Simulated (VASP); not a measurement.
Write the native input for VASP 6.6.1 that does the following.

- Task: single point
- Functional: LDA
- Potentials or basis: VASP PAW LDA potentials, release 64 (Al, Au)
- Cutoff: 500 eV
- k mesh: 9 × 9 × 9
- Occupations: methfessel-paxton, width 0.1 eV
- Spin: no spin polarisation
- Dipole correction: no
- Further INCAR settings: ALGO = Normal; EDIFF = 1e-06; NBANDS = 14

The structure of AlAu lies in POSCAR:

```
AlAu
1.0
    3.1692883570      0.0000000000      0.0000000000
    0.0000000000      3.1692883570      0.0000000000
    0.0000000000      0.0000000000      3.1692883570
Al Au
1 1
Direct
    0.0000000000      0.0000000000      0.0000000000
    0.5000000000      0.5000000000      0.5000000000
```

These files were run (other wordings do the same):

INCAR

```
ALGO = Normal
EDIFF = 1E-6
ENCUT = 500
GGA_COMPAT = False
ISIF = 2
ISMEAR = 1
LASPH = True
LCHARG = False
LREAL = False
LWAVE = False
NBANDS = 14
NELM = 120
PREC = Accurate
SIGMA = 0.1
```

KPOINTS

```
k-points
0
Gamma
  9 9 9
```

Potentials or basis: VASP PAW LDA potentials, release 64 (Al, Au).

The run is started by

```bash
$ cat potpaw_LDA.64/Al/POTCAR potpaw_LDA.64/Au/POTCAR > POTCAR
$ mpirun -np 1 vasp_std > vasp.out
```

It gave:

```json
{"Pressure": "-2.2 GPa", "Band gap on the k mesh": "zero (band 7 reaches 12.95 eV, above the bottom of band 8 at 9.32 eV)"}
```

Caveat: spin-orbit coupling is left out, which moves the levels of the heavy elements.

Wall time 3.7 s on 1 thread of Intel(R) Xeon(R) 6975P-C (Granite Rapids) (shared host), peak memory 0.13 GiB.
